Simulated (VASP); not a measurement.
Input of a VASP 6.6.1 run:

INCAR

```
  PREC = Accurate
  ENCUT = 520
  EDIFF = 1E-6
  ISMEAR = 0
  SIGMA = 0.1
  LREAL = F
  LASPH = T
  NELM = 80
  ALGO = Fast
  ISIF = 2
  LWAVE = F
  LCHARG = F
  GGA = PE
  NBANDS = 36
```

Contents of KPOINTS:

```
Automatic mesh
0
Gamma
  8 8 8
```

File POSCAR:

```
Zr4Cl
1.0
    4.8305927924      0.0000000000      0.0000000000
    0.0000000000      4.8305927924      0.0000000000
    0.0000000000      0.0000000000      4.8305927924
Zr Cl
4 1
Direct
    0.5000000000      0.0000000000      0.0000000000
    0.0000000000      0.5000000000      0.0000000000
    0.0000000000      0.0000000000      0.5000000000
    0.5000000000      0.5000000000      0.5000000000
    0.0000000000      0.0000000000      0.0000000000
```

Potentials or basis: VASP PAW PBE potentials, release 64 (Zr_sv, Cl).

The run is started by

```console
$ cat potpaw_PBE.64/Zr_sv/POTCAR potpaw_PBE.64/Cl/POTCAR > POTCAR
$ mpirun -np 1 vasp_std > vasp.out
```

Task: What does it give for the pressure?

Result: 0.1 GPa.

Task: Estimate the band gap on the k mesh.

Result: Zero (an odd number of electrons rules out a gap without spin polarisation).

Caveat: an odd number of electrons without spin polarisation forces a metal; a magnetic or distorted state may lie lower.
